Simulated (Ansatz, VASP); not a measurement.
Two plane-wave programs on Si

POSCAR

```
Si
1.0
   -2.6671166687      2.6671166687      1.4549613763
    2.6671166687     -2.6671166687      1.4549613763
    2.6671166687      2.6671166687     -1.4549613763
Si
2
Direct
    0.0000000000      0.0000000000      0.0000000000
    0.7500000000      0.2500000000      0.5000000000
```

INCAR.step1

```
SYSTEM = Si
  PREC = Accurate
  ENCUT = 520
  ISMEAR = 0
  SIGMA = 0.1
  LREAL = .False.
  LASPH = .True.
  NELM = 100
  NBANDS = 11
  GGA = PE
  ALGO = Normal
  EDIFF = 1E-4
  LWAVE = .True.
  LCHARG = .False.
```

File INCAR.step2:

```
SYSTEM = Si
  PREC = Accurate
  ENCUT = 520
  EDIFF = 1E-6
  ISMEAR = 0
  SIGMA = 0.1
  LREAL = .False.
  LASPH = .True.
  NELM = 100
  ALGO = Normal
  ISIF = 2
  LWAVE = .False.
  LCHARG = .False.
  METAGGA = R2SCAN
  LMIXTAU = .True.
  NBANDS = 11
  ISTART = 1
```

KPOINTS

```
Automatic mesh
0
Gamma
  8 8 8
  0 0 0
```

Input for Ansatz:

```yaml
crystal:
  lattice:
    - [-2.6671166687, 2.6671166687, 1.4549613763]
    - [2.6671166687, -2.6671166687, 1.4549613763]
    - [2.6671166687, 2.6671166687, -1.4549613763]
  atoms:
    - { symbol: Si, position: [0.0, 0.0, 0.0] }
    - { symbol: Si, position: [0.75, 0.25, 0.5] }
basis:
  ecutwfc: 500
kpoints:
  mp_grid: { grid: [8, 8, 8] }
hamiltonian:
  xc: r2scan
scf:
  occupations: { method: gaussian, width: 0.1 }
  lower_state_search: "off"
output:
  forces: true
  stress: true
  eigenvalues: true
```

Alike in both runs: task single point; functional r2SCAN; k mesh 8 × 8 × 8; occupations gaussian, width 0.1 eV; no spin polarisation.

|  | VASP | Ansatz |
| --- | --- | --- |
| version | VASP 6.6.1 | Ansatz 0.2.0 |
| potentials or method | VASP PAW PBE potentials, release 64 (Si), cutoff 520 eV | scalar-relativistic, plane waves, PAW |
| valence electrons in the cell | 8 | 8 |

|  | VASP | Ansatz | Ansatz less VASP |
| --- | --- | --- | --- |
| gap on the k mesh at the Fermi level (eV) | none | none | - |
| pressure (GPa) | -16.6 | -16.6 | +0.03 |
| traceless stress, the component that is largest in VASP (GPa) | 3.50 | 3.48 | -0.019 |

VASP's potentials were made for PBE, not for r2SCAN. A gap of «none» marks a metal or a gap that the smearing closes. With one functional, cell and mesh, what is left measures potentials, basis and numerics.
